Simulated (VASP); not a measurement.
Runs of VASP 6.6.1 on In. The structure is that of space group Fm-3m (No. 225), or close to it. The cells are those of the table. 

```csv
cell,further INCAR settings,gap on the mesh (eV),pressure (GPa)
"a = 3.348 Å, angles 120.9, 120.9, 88.4°, 1 atom",ALGO = Fast; EDIFF = 1e-06; NBANDS = 12,none,-1.0
"a = 3.428 Å, angles 122.4, 122.4, 85.8°, 1 atom",ALGO = Fast; EDIFF = 1e-07; NBANDS = 12,none,-2.5
"a = 3.372 Å, angles 120.4, 120.4, 89.3°, 1 atom",ALGO = Fast; EDIFF = 1e-06; NBANDS = 12,none,(b)
"a = 3.276 Å, angles 122.4, 122.4, 85.8°, 1 atom",ALGO = Fast; EDIFF = 1e-06; NBANDS = 12,none,(a)
"a = 3.351 Å, angles 121.9, 121.9, 86.7°, 1 atom",ALGO = Fast; EDIFF = 1e-07; NBANDS = 12,none,-0.3
```

Alike in all rows: task single point; level PBEsol; potentials or basis VASP PAW PBE potentials, release 64 (In_d); no spin polarisation; k mesh 20 × 20 × 20; cutoff (eV) 520; smearing gaussian 0.15 eV.

Task: Fill in the values left out.

Result: (a) 3.7; (b) -2.1.

Caveats: the PAW data sets were made with another functional, which shifts forces and pressure a little; spin-orbit coupling is left out, which moves the levels of the heavy elements.

A k mesh can miss the band edges, and the runs leave out spin-orbit coupling on In.

A gap of «none» marks levels without a gap at the run's occupations.
